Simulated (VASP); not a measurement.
Set up this calculation in VASP 6.6.1, as the native input.

| Property | Result |
| --- | --- |
| Task | single point |
| Functional | PBE |
| Potentials or basis | VASP PAW PBE potentials, release 64 (Si, O, Mg_sv) |
| Cutoff | 840 eV |
| k mesh | 6 × 6 × 6 |
| Occupations | fermi-dirac, width 0.02 eV |
| Spin | no spin polarisation |
| Dipole correction | no |
| Further INCAR settings | ALGO = Normal; EDIFF = 1e-06; NBANDS = 28 |

The structure of Mg3SiO lies in POSCAR:

```
Mg3SiO
1.0
    4.1836345404      0.0000000000      0.0000000000
    0.0000000000      4.1836345404      0.0000000000
    0.0000000000      0.0000000000      4.1836345404
Si O Mg
1 1 3
Direct
    0.0000000000      0.0000000000      0.0000000000
    0.5000000000      0.5000000000      0.5000000000
    0.5000000000      0.5000000000      0.0000000000
    0.5000000000      0.0000000000      0.5000000000
    0.0000000000      0.5000000000      0.5000000000
```

The input as run:

INCAR

```
ALGO = Normal
EDIFF = 1E-6
ENCUT = 840
GGA = PE
GGA_COMPAT = F
ISIF = 2
ISMEAR = -1
LASPH = T
LCHARG = F
LREAL = F
LWAVE = F
NBANDS = 28
NELM = 120
PREC = Accurate
SIGMA = 0.02
```

KPOINTS

```
k-points
0
Gamma
  6 6 6
```

Potentials or basis: VASP PAW PBE potentials, release 64 (Si, O, Mg_sv).

Command:

```console
$ cat potpaw_PBE.64/Si/POTCAR potpaw_PBE.64/O/POTCAR potpaw_PBE.64/Mg_sv/POTCAR > POTCAR
$ mpirun -np 1 vasp_std > vasp.out
```

Results of the run:

- Pressure: 2.1 GPa
- Band gap on the k mesh: 0.16 eV (least direct gap 0.59 eV)

Caveat: semilocal functionals underestimate gaps, and a narrow one can read as zero.

It took 55 s on 1 thread of Intel(R) Xeon(R) Platinum 8488C (Sapphire Rapids), on a shared host, peak memory 0.26 GiB.
